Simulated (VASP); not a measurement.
**LiBr (rocksalt type): single point with PBE**

LiBr (rocksalt type):

```
Li Br
1.0
     0.00000    2.77304    2.77304
     2.77304    0.00000    2.77304
     2.77304    2.77304    0.00000
Li Br
1 1
Direct
  0.00000 0.00000 0.00000
  0.50000 0.50000 0.50000
```

* Program: VASP 6.6.1
* Task: single point
* Functional: PBE
* Potentials or basis: VASP PAW PBE potentials, release 64 (Li_sv, Br)
* Cutoff: 750 eV
* k mesh: 12 × 12 × 12
* Occupations: fermi-dirac, width 0.08 eV
* Spin: no spin polarisation
* Dipole correction: no
* Further INCAR settings: ALGO = Normal; EDIFF = 1e-06; NBANDS = 12

The pressure is -0.5 GPa. The band gap on the k mesh is 4.83 eV.

Levels at points of the mesh, in eV from the valence-band top:
```tsv
k point	band 2	band 3	band 4	band 5	band 6	band 7	band 8	band 9
(0.00, 0.00, 0.00)	-13.36	-0.01	-0.01	-0.01	4.83	10.48	10.48	10.48
(0.50, 0.00, 0.00)	-12.91	-2.78	-0.26	-0.26	5.61	8.09	8.09	11.51
(0.50, 0.50, 0.00)	-12.74	-2.77	-1.09	-1.09	6.20	7.15	11.42	12.27
```

Run time: 82 s on 1 thread of Intel Xeon 8259CL, on a shared host, peak memory 0.24 GiB.

A k mesh can miss the band edges.
